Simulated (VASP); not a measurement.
# CuAu (Cm) in VASP: further runs, part 2 of 3

VASP 6.6.1. Earlier steps stand in the parts before.

### Step 3. Electric field gradients, PBEsol (shortest bond scaled by 0.58)

INCAR

```
SYSTEM = CuAu
PREC = Accurate ; ENCUT = 520
EDIFF = 1E-8 ; ISMEAR = -1
SIGMA = 0.05 ; LREAL = .FALSE.
LASPH = .TRUE. ; NELM = 100
ALGO = Normal ; ISIF = 2
LWAVE = .FALSE. ; LCHARG = .FALSE.
GGA = PS ; LEFG = .TRUE.
NBANDS = 18
```

KPOINTS

```
regular mesh
0
G
  11 11 8
  0 0 0
```

POSCAR

```
CuAu
1.0
    2.8507024026      0.0000000000      0.0000000000
    0.0000000000      2.8507024026      0.0000000000
    0.0000000000      0.0000000000      3.5816088600
Cu Au
1 1
Direct
    0.3950000000      0.3950000000      0.3950000000
    0.1050000000      0.1050000000      0.1050000000
```

Potentials or basis: VASP PAW PBE potentials, release 64 (Cu, Au).

On the command line:

```sh
cat potpaw_PBE.64/Cu/POTCAR potpaw_PBE.64/Au/POTCAR > POTCAR
mpirun -np 1 vasp_std > vasp.out
```

OUTCAR:

```text
SYSTEM = CuAu
   PREC = Accurate
   ENCUT = 520
   EDIFF = 1E-8
   ISMEAR = -1
   LREAL = .FALSE.
   LASPH = .TRUE.
   NELM = 100
   ISIF = 2
   GGA = PS

 ion  position               nearest neighbor table
   1  0.395  0.395  0.395-   2 1.56   2 2.42   2 2.42   2 2.80   2 3.04
   2  0.105  0.105  0.105-   1 1.56   1 2.42   1 2.42   1 2.80   1 3.04

 -----------------------------------------------------------------------------
|                                                                             |
|           W    W    AA    RRRRR   N    N  II  N    N   GGGG   !!!           |
|           W    W   A  A   R    R  NN   N  II  NN   N  G    G  !!!           |
|           W    W  A    A  R    R  N N  N  II  N N  N  G       !!!           |
|           W WW W  AAAAAA  RRRRR   N  N N  II  N  N N  G  GGG   !            |
|           WW  WW  A    A  R   R   N   NN  II  N   NN  G    G                |
|           W    W  A    A  R    R  N    N  II  N    N   GGGG   !!!           |
|                                                                             |
|     The distance between some ions is very small. Please check the          |
|     nearest-neighbor list in the OUTCAR file.                               |
|     I HOPE YOU KNOW WHAT YOU ARE DOING!                                     |
|                                                                             |
 -----------------------------------------------------------------------------

  LATTYP: Found a simple tetragonal cell.
 ALAT       =     2.8507024026
 C/A-ratio  =     1.2563952157

  Lattice vectors:

 A1 = (   2.8507024026,   0.0000000000,   0.0000000000)
 A2 = (   0.0000000000,   2.8507024026,   0.0000000000)
 A3 = (   0.0000000000,   0.0000000000,   3.5816088600)

Analysis of symmetry for initial positions (statically):
=====================================================================
 Subroutine PRICEL returns:
 Original cell was already a primitive cell.

 Routine SETGRP: Setting up the symmetry group for a
 simple tetragonal supercell.

 Subroutine GETGRP returns: Found  2 space group operations
 (whereof  2 operations were pure point group operations)
 out of a pool of 16 trial point group operations.

The static configuration has the point symmetry C_1h.

Analysis of symmetry for dynamics (positions and initial velocities):
=====================================================================
 Subroutine PRICEL returns:
 Original cell was already a primitive cell.

 Routine SETGRP: Setting up the symmetry group for a
 simple tetragonal supercell.

 Subroutine GETGRP returns: Found  2 space group operations
 (whereof  2 operations were pure point group operations)
 out of a pool of 16 trial point group operations.

The dynamic configuration has the point symmetry C_1h.

 Subroutine INISYM returns: Found  2 space group operations
 (whereof  2 operations are pure point group operations),
 and found     1 'primitive' translations

----------------------------------------------------------------------------------------

                                     Primitive cell

  volume of cell :      29.1060

  direct lattice vectors                    reciprocal lattice vectors
     2.850702403  0.000000000  0.000000000     0.350790738  0.000000000  0.000000000
[... 101 lines left out ...]
   ISMEAR =    -1;   SIGMA  =   0.05  broadening in eV -4-tet -1-fermi 0-gaus
   EFERMI_NEDOS =   21; number of points for ismear=-14 and -15
   IALGO  =     38    algorithm
   IMIX   =      4    mixing-type and parameters
     AMIX     =   0.40;   BMIX     =  1.00
     AMIX_MAG =   1.60;   BMIX_MAG =  1.00
  volume/ion in A,a.u.               =      14.55        98.21
  Fermi-wavevector in a.u.,A,eV,Ry     =   1.491266  2.818084 30.257642  2.223874
  Thomas-Fermi vector in A             =   2.603943
   LORBIT       =      0    0 simple, 1 ext, 2 COOP (PROOUT), +10 PAW based schemes
   GGA     = PS    functional components
   LHFCALC =     F    Hartree Fock is set to
   AEXX    =    0.0000 exact exchange contribution
   IVDW    =     0    specifies the selected vdW correction
   LEPSILON=     F    determine dielectric tensor
   LRPA    =     F    only Hartree local field effects (RPA)
 non-spin polarized calculation
  energy-cutoff  :      520.00
  volume of cell :       29.11
 maximum number of plane-waves:       802
 NGX is ok and might be reduce to    24
   NGX = 11   NGY = 11   NGZ = 13

 number of electron      21.9999984 magnetization

 Free energy of the ion-electron system (eV)
  ---------------------------------------------------
  ext. energy  EPLUGINS =         0.00000000
  ---------------------------------------------------
  free energy    TOTEN  =         4.69418026 eV

  energy without entropy =        4.69734754  energy(sigma->0) =        4.69576390

 E-fermi :   9.1033     XC(G=0): -12.4635

 val. band max:        9.0723001329   @ k =   0.3636   0.3636   0.5000
 cond. band min:       9.1143147009   @ k =   0.2727   0.0909   0.3750
 fundamental gap:      0.0420145680
 Fermi energy:         9.1032748647

 k-point     1 :       0.0000    0.0000    0.0000
  band No.  band energies     occupation
      1      -1.2403      2.00000
      2      -1.0893      2.00000
      3      -0.3768      2.00000
      4       0.2430      2.00000
      5       2.1870      2.00000
      6       3.8168      2.00000
[... 481 lines left out ...]
      5       2.4492      2.00000
      6       4.7681      2.00000
[... 10 lines left out ...]
     17      22.7251      0.00000
     18      23.0396      0.00000

 [... further k-points ...]

------------------------ aborting loop because EDIFF is reached ----------------------------------------

  FORCE on cell =-STRESS in cart. coord.  units (eV):
  Direction    XX          YY          ZZ          XY          YZ          ZX
  --------------------------------------------------------------------------------------
  -------------------------------------------------------------------------------------
  Total       20.5329907     20.5329907     28.2043518     15.7068900     21.6459570     21.6459538
  in kB     1130.2665448   1130.2665448   1552.5471073    864.6072347   1191.5312967   1191.5311228
  external PRESSURE =    1271.0267323 kB  Pullay stress =       0.0000000 kB

 VOLUME and BASIS-vectors are now :
 -----------------------------------------------------------------------------
  energy-cutoff  :      520.00
  volume of cell :       29.11
      direct lattice vectors                 reciprocal lattice vectors
     2.850702403  0.000000000  0.000000000     0.350790738  0.000000000  0.000000000
     0.000000000  2.850702403  0.000000000     0.000000000  0.350790738  0.000000000
     0.000000000  0.000000000  3.581608860     0.000000000  0.000000000  0.279204134

 POSITION                                       TOTAL-FORCE (eV/Angst)
 -----------------------------------------------------------------------------------
      1.12603      1.12603      1.41474        20.841880     20.841880     28.216078
      0.29932      0.29932      0.37607       -20.841880    -20.841880    -28.216078
 -----------------------------------------------------------------------------------
    total drift:                               -0.000141     -0.000141      0.001128

  FREE ENERGIE OF THE ION-ELECTRON SYSTEM (eV)
  ---------------------------------------------------
  free  energy   TOTEN  =         4.6941802639 eV

  energy  without entropy=        4.6973475386  energy(sigma->0) =        4.69576390

 Electric field gradients (V/A^2)
---------------------------------------------------------------------
 ion       V_xx      V_yy      V_zz      V_xy      V_xz      V_yz
---------------------------------------------------------------------
   1      -1.806    -1.806     3.613     4.474    -0.571    -0.571
   2    -108.601  -108.601   217.202   124.935   110.806   110.806
---------------------------------------------------------------------

 Electric field gradients after diagonalization (V/A^2)
 (convention: |V_zz| > |V_xx| > |V_yy|)
----------------------------------------------------------------------
 ion       V_xx      V_yy      V_zz     asymmetry (V_yy - V_xx)/ V_zz
----------------------------------------------------------------------
   1       4.076     2.205    -6.281       0.298
   2    -233.536   -69.358   302.894       0.542
----------------------------------------------------------------------

           NMR quadrupolar parameters

 Cq : quadrupolar parameter    Cq=e*Q*V_zz/h
 eta: asymmetry parameters     (V_yy - V_xx)/ V_zz
 Q  : nuclear electric quadrupole moment in mb (millibarn)
----------------------------------------------------------------------
 ion       Cq(MHz)       eta       Q (mb)
----------------------------------------------------------------------
   1      -0.015       0.298       1.000
   2       0.732       0.542       1.000
----------------------------------------------------------------------
```

It took 3.3 min on 1 thread of Intel Xeon 8259CL, shared host; peak memory 0.27 GiB.

What came out:

```
Free energy                             : 4.6942 eV
Pressure                                : 127.1 GPa
Largest force                           : 40.803 eV/Å
Band gap on the k mesh                  : zero (bands 11 and 12 overlap by 3.51 eV)
Largest electric field gradient by atom : Cu -6.3; Au +302.9 V/Å²
```

Forces on the atoms (eV/Å):
```
Cu   20.842  20.842  28.216
Au  -20.842 -20.842 -28.216
```

Levels at points of the mesh, in eV from the Fermi level:
```
           k point  band 7  band 8  band 9  band 10  band 11  band 12  band 13  band 14  band 15  band 16
(0.00, 0.00, 0.00)   -3.46   -3.02   -2.26    -1.69    -1.19     5.05     6.67    11.28    12.37    13.42
(0.00, 0.00, 0.50)   -4.23   -3.60   -2.72    -1.34    -1.24    -0.96    11.54    12.46    13.45    14.03
```

Electric field gradients, principal values (V/Å²):
| atom | least | middle | greatest (by size) |
| --- | --- | --- | --- |
| 1 Cu | 2.205 | 4.076 | -6.281 |
| 2 Au | -69.358 | -233.536 | 302.894 |

Caveat: the cell differs from its parent crystal (shortest bond scaled by 0.58); atoms lie so close that the PAW spheres overlap strongly, which falsifies energies and pressures; the cell stands under pressure; without QUAD_EFG the Cq values of the log hold for a quadrupole moment of 1 mb, not for the nuclei; the PAW data sets were made with another functional, which shifts forces and pressure a little; spin-orbit coupling is left out, which moves the levels of the heavy elements.

### Step 4. Electric field gradients, PBEsol (shortest bond scaled by 0.94)

INCAR

```
ALGO = Normal
EDIFF = 1E-8
ENCUT = 520
GGA = PS
ISIF = 2
ISMEAR = -1
LASPH = T
LCHARG = F
LEFG = T
LREAL = F
LWAVE = F
NBANDS = 18
NELM = 80
PREC = Accurate
SIGMA = 0.05
```

KPOINTS

```
k-points
0
Gamma
  11 11 8
```

POSCAR

```
CuAu
1.0
    2.8507024026      0.0000000000      0.0000000000
    0.0000000000      2.8507024026      0.0000000000
    0.0000000000      0.0000000000      3.5816088600
Cu Au
1 1
Direct
    0.4850000000      0.4850000000      0.4850000000
    0.0150000000      0.0150000000      0.0150000000
```

Potentials or basis: VASP PAW PBE potentials, release 64 (Cu, Au).

On the command line:

```sh
cat potpaw_PBE.64/Cu/POTCAR potpaw_PBE.64/Au/POTCAR > POTCAR
mpirun -np 1 vasp_std > vasp.out
```

OUTCAR:

```text
EDIFF = 1E-8
   ENCUT = 520
   GGA = PS
   ISIF = 2
   ISMEAR = -1
   LASPH = T
   LREAL = F
   NELM = 80
   PREC = Accurate

 ion  position               nearest neighbor table
   1  0.485  0.485  0.485-   2 2.53   2 2.63   2 2.63   2 2.68   2 2.72   2 2.77   2 2.77   2 2.86

   2  0.015  0.015  0.015-   1 2.53   1 2.63   1 2.63   1 2.68   1 2.72   1 2.77   1 2.77   1 2.86

  LATTYP: Found a simple tetragonal cell.
 ALAT       =     2.8507024026
 C/A-ratio  =     1.2563952157

  Lattice vectors:

 A1 = (   2.8507024026,   0.0000000000,   0.0000000000)
 A2 = (   0.0000000000,   2.8507024026,   0.0000000000)
 A3 = (   0.0000000000,   0.0000000000,   3.5816088600)

Analysis of symmetry for initial positions (statically):
=====================================================================
 Subroutine PRICEL returns:
 Original cell was already a primitive cell.

 Routine SETGRP: Setting up the symmetry group for a
 simple tetragonal supercell.
[... 694 lines left out ...]
      direct lattice vectors                 reciprocal lattice vectors
     2.850702403  0.000000000  0.000000000     0.350790738  0.000000000  0.000000000
     0.000000000  2.850702403  0.000000000     0.000000000  0.350790738  0.000000000
     0.000000000  0.000000000  3.581608860     0.000000000  0.000000000  0.279204134

 POSITION                                       TOTAL-FORCE (eV/Angst)
 -----------------------------------------------------------------------------------
      1.38259      1.38259      1.73708         0.343714      0.343714      0.743671
      0.04276      0.04276      0.05372        -0.343714     -0.343714     -0.743671
 -----------------------------------------------------------------------------------
    total drift:                                0.000586      0.000586      0.000520

  FREE ENERGIE OF THE ION-ELECTRON SYSTEM (eV)
  ---------------------------------------------------
  free  energy   TOTEN  =        -8.2784002678 eV

  energy  without entropy=       -8.2721442326  energy(sigma->0) =       -8.27527225

 Electric field gradients (V/A^2)
---------------------------------------------------------------------
 ion       V_xx      V_yy      V_zz      V_xy      V_xz      V_yz
---------------------------------------------------------------------
   1       5.547     5.547   -11.095    -0.511    -1.214    -1.214
   2     -35.987   -35.987    71.973    -1.143    -3.437    -3.437
---------------------------------------------------------------------

 Electric field gradients after diagonalization (V/A^2)
 (convention: |V_zz| > |V_xx| > |V_yy|)
----------------------------------------------------------------------
 ion       V_xx      V_yy      V_zz     asymmetry (V_yy - V_xx)/ V_zz
----------------------------------------------------------------------
   1       6.059     5.217   -11.276       0.075
   2     -37.346   -34.844    72.189       0.035
----------------------------------------------------------------------

           NMR quadrupolar parameters

 Cq : quadrupolar parameter    Cq=e*Q*V_zz/h
 eta: asymmetry parameters     (V_yy - V_xx)/ V_zz
 Q  : nuclear electric quadrupole moment in mb (millibarn)
----------------------------------------------------------------------
 ion       Cq(MHz)       eta       Q (mb)
----------------------------------------------------------------------
   1      -0.027       0.075       1.000
   2       0.175       0.035       1.000
----------------------------------------------------------------------
```

OSZICAR:

```text
N       E                     dE             d eps       ncg     rms          rms(c)
DAV:   1     0.127257818357E+03    0.12726E+03   -0.10955E+04 10496   0.172E+03
DAV:   2    -0.410608205121E+01   -0.13136E+03   -0.12328E+03  9870   0.297E+02
DAV:   3    -0.941323072581E+01   -0.53071E+01   -0.51598E+01 11384   0.694E+01
DAV:   4    -0.948831785184E+01   -0.75087E-01   -0.75022E-01 12174   0.693E+00
DAV:   5    -0.949008866237E+01   -0.17708E-02   -0.17707E-02 12514   0.108E+00    0.124E+01
DAV:   6    -0.895052096111E+01    0.53957E+00   -0.97921E+00 10420   0.866E+01    0.597E+00
DAV:   7    -0.833625459392E+01    0.61427E+00   -0.33986E+00 12062   0.902E+01    0.569E+00
DAV:   8    -0.828693047744E+01    0.49324E-01   -0.22664E-01 14448   0.104E+01    0.276E+00
DAV:   9    -0.827879377883E+01    0.81367E-02   -0.16136E-02 14828   0.258E+00    0.142E-01
DAV:  10    -0.827841593979E+01    0.37784E-03   -0.25035E-03 12808   0.683E-01    0.765E-02
DAV:  11    -0.827840588471E+01    0.10055E-04   -0.86950E-05 13410   0.110E-01    0.346E-02
DAV:  12    -0.827840015522E+01    0.57295E-05   -0.17698E-05 12956   0.143E-01    0.111E-02
DAV:  13    -0.827840034379E+01   -0.18857E-06   -0.14802E-06 14810   0.257E-02    0.274E-03
DAV:  14    -0.827840029028E+01    0.53509E-07   -0.78941E-08 13374   0.430E-03    0.849E-04
DAV:  15    -0.827840026707E+01    0.23213E-07   -0.78458E-09  5480   0.115E-03    0.188E-04
DAV:  16    -0.827840026783E+01   -0.76443E-09   -0.14448E-09  5334   0.902E-04
   1 F= -.82784003E+01 E0= -.82752723E+01  d E =-.625604E-02
```

Run time: 47 s. Hardware: 1 thread of Intel Xeon 6975P-C (Granite Rapids), shared host; peak memory 0.26 GiB.

What came out:

```yaml
Free_energy: -8.2784 eV
Pressure: -2.2 GPa
Largest_force: 0.888 eV/Å
Band_gap_on_the_k_mesh: zero (bands 11 and 12 overlap by 6.04 eV)
Largest_electric_field_gradient_by_atom: Cu -11.3; Au +72.2 V/Å²
```

Forces in eV/Å, atoms in the order of the input:
```
Cu   0.344  0.344  0.744
Au  -0.344 -0.344 -0.744
```

Levels at points of the mesh, in eV from the Fermi level:
```csv
k point,band 8,band 9,band 10,band 11,band 12,band 13,band 14,band 15
"(0.00, 0.00, 0.00)",-2.12,-1.72,-1.53,-1.47,2.73,8.68,9.49,9.51
"(0.00, 0.00, 0.50)",-2.97,-2.37,-2.32,-2.19,-1.99,13.68,14.01,14.19
```

Electric field gradients, principal values (V/Å²):
| atom | least | middle | greatest (by size) |
| --- | --- | --- | --- |
| 1 Cu | 5.217 | 6.059 | -11.276 |
| 2 Au | -34.844 | -37.346 | 72.189 |

Caveat: the cell differs from its parent crystal (shortest bond scaled by 0.94); without QUAD_EFG the Cq values of the log hold for a quadrupole moment of 1 mb, not for the nuclei; the PAW data sets were made with another functional, which shifts forces and pressure a little; spin-orbit coupling is left out, which moves the levels of the heavy elements.

(Continued in part 3 of 3.)
